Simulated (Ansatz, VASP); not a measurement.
## One calculation of ZnS, two programs

```
Zn S
1.0
     0.00000    2.64684    2.64684
     2.64684    0.00000    2.64684
     2.64684    2.64684    0.00000
Zn S
1 1
Direct
  0.75000 0.75000 0.75000
  0.00000 0.00000 0.00000
```

Alike in both runs: task single point; functional b88 exchange, pbe correlation; k mesh 9 × 9 × 9; occupations fermi-dirac, width 0.05 eV; no spin polarisation.

```csv
,VASP,Ansatz
version,VASP 6.6.1,Ansatz 0.2.0
potentials or method,"VASP PAW PBE potentials, release 64 (Zn, S)",Ansatz PAW
plane-wave cutoff (eV),500,420
valence electrons in the cell,18,18
```

VASP gave:

| Quantity | Value |
| --- | --- |
| gap on the k mesh at the Fermi level (eV) | 2.39 |
| least direct gap on the mesh (eV) | 2.39 |
| pressure (GPa) | 7.0 |

Task: What did Ansatz give for the same quantities?

Result: gap on the k mesh at the Fermi level (eV): 2.37; least direct gap on the mesh (eV): 2.37; pressure (GPa): 6.9.

VASP's potentials were made for PBE, not for b88 exchange, pbe correlation. With one functional, cell and mesh, what is left measures potentials, basis and numerics.

Noted on Ansatz's run: odd divisions of the mesh miss points on the zone boundary, where band edges often lie, so the gap on the mesh can be too wide.
